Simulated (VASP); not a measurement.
Runs of VASP 6.6.1 on C. The structure is that of space group Cmmm (No. 65), or close to it. The cells are those of the table. 

```csv
cell,gap on the mesh (eV),pressure (GPa),largest force (eV/Å)
"a = 4.963, b = 4.963, c = 2.486 Å, angles 90.0, 90.0, 121.7°, 8 atoms",1.31,-38.6,(b)
"a = 4.852, b = 4.852, c = 2.486 Å, angles 90.0, 90.0, 126.5°, 8 atoms",3.26,(c),0.31
"a = 4.944, b = 4.944, c = 2.486 Å, angles 90.0, 90.0, 122.5°, 8 atoms",1.78,-35.8,1.28
"a = 4.750, b = 4.750, c = 2.486 Å, angles 90.0, 90.0, 131.6°, 8 atoms",(a),46.0,1.82
"a = 4.719, b = 4.719, c = 2.486 Å, angles 90.0, 90.0, 133.4°, 8 atoms",2.09,79.0,3.53
"a = 4.925, b = 4.925, c = 2.486 Å, angles 90.0, 90.0, 123.3°, 8 atoms",2.24,-32.5,0.98
"a = 4.783, b = 4.783, c = 2.486 Å, angles 90.0, 90.0, 129.9°, 8 atoms",2.77,20.8,0.69
"a = 4.888, b = 4.888, c = 2.486 Å, angles 90.0, 90.0, 124.9°, 8 atoms",3.19,-24.2,0.48
"a = 4.688, b = 4.688, c = 2.486 Å, angles 90.0, 90.0, 135.2°, 8 atoms",1.17,122.1,6.00
```

Alike in all rows: task single point; level LDA; potentials or basis VASP PAW LDA potentials, release 64 (C); no spin polarisation; k mesh 6 × 6 × 10; cutoff (eV) 520; smearing gaussian 0.05 eV.

Fill in the values left out.

(a) 2.47; (b) 1.60; (c) -13.1.

Caveats: forces of over 1 eV/Å act on the atoms, so gaps and moduli don't describe the material at rest (some runs).

A k mesh can miss the band edges.
